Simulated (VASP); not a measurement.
BN, 2 atoms in the cell. Symmetry: Fmm2, No. 42, orthorhombic system. Conventional cell: a = 2.489 Å, b = 7.071 Å, c = 4.308 Å, α = 90.00°, β = 90.00°, γ = 90.00°. B (site symmetry mm2) has 3 N at 1.44 Å within 1.9 Å. N (site symmetry mm2) has 3 B at 1.44 Å within 1.9 Å. 

* Program: VASP 6.6.1
* Task: relaxation of cell and atoms
* Functional: PBEsol
* Potentials or basis: VASP PAW PBE potentials, release 64 (B, N)
* Cutoff: 600 eV
* k mesh: 12 × 12 × 12
* Occupations: gaussian, width 0.02 eV
* Spin: no spin polarisation
* Target pressure: 2 GPa
* Dipole correction: no
* Further INCAR settings: ALGO = Normal; EDIFF = 1e-07; IBRION = 2; EDIFFG = -0.008; NSW = 70; ISIF = 3

Potentials or basis: VASP PAW PBE potentials, release 64 (B, N).

Run with:

```bash
$ cat potpaw_PBE.64/B/POTCAR potpaw_PBE.64/N/POTCAR > POTCAR
$ mpirun -np 1 vasp_std > vasp.out
```

Hardware: 1 thread of Intel Xeon 8259CL, on a shared host.

How long does it take, and how much memory?

It took 8.3 min on 1 thread of Intel Xeon 8259CL (shared host), peak memory 0.19 GiB. Counts: scf iterations 92, k points 280, ion steps 11.
